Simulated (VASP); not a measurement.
Input of a VASP 6.6.1 run:

INCAR

```
PREC     = Accurate       # precision mode
ENCUT    = 500            # plane-wave cutoff, eV
EDIFF    = 1E-6           # SCF threshold, eV
ISMEAR   = 1              # smearing method
SIGMA    = 0.1            # smearing width, eV
LREAL    = F              # projectors in reciprocal space
LASPH    = T              # aspherical terms in the spheres
NELM     = 120            # most SCF steps
ALGO     = Normal         # electronic algorithm
ISIF     = 2              # what is computed and relaxed
LWAVE    = F              # write WAVECAR
LCHARG   = T              # write CHGCAR
GGA      = PE             # functional
LELF     = T              # ELF
LVHAR    = T            
NBANDS   = 16             # bands
GGA_COMPAT= F
```

File KPOINTS:

```
Automatic mesh
0
Gamma
  18 18 12
```

File POSCAR:

```
ZrB2
1.0
    3.2287921905      0.0000000000      0.0000000000
   -1.6143960953      2.7962160605      0.0000000000
    0.0000000000      0.0000000000      3.6220568251
Zr B
1 2
Direct
    0.0000000000      0.0000000000      0.0000000000
    0.3333333333      0.6666666667      0.5000000000
    0.6666666667      0.3333333333      0.5000000000
```

Potentials or basis: VASP PAW PBE potentials, release 64 (Zr_sv, B).

Run with:

```sh
$ cat potpaw_PBE.64/Zr_sv/POTCAR potpaw_PBE.64/B/POTCAR > POTCAR
$ mpirun -np 1 vasp_std > vasp.out
```

(1) Predict the band gap on the k mesh.

(2) Estimate the pressure.

Answers

(1) zero (band 9 reaches 10.62 eV, above the bottom of band 10 at 9.35 eV).

(2) -12.2 GPa.
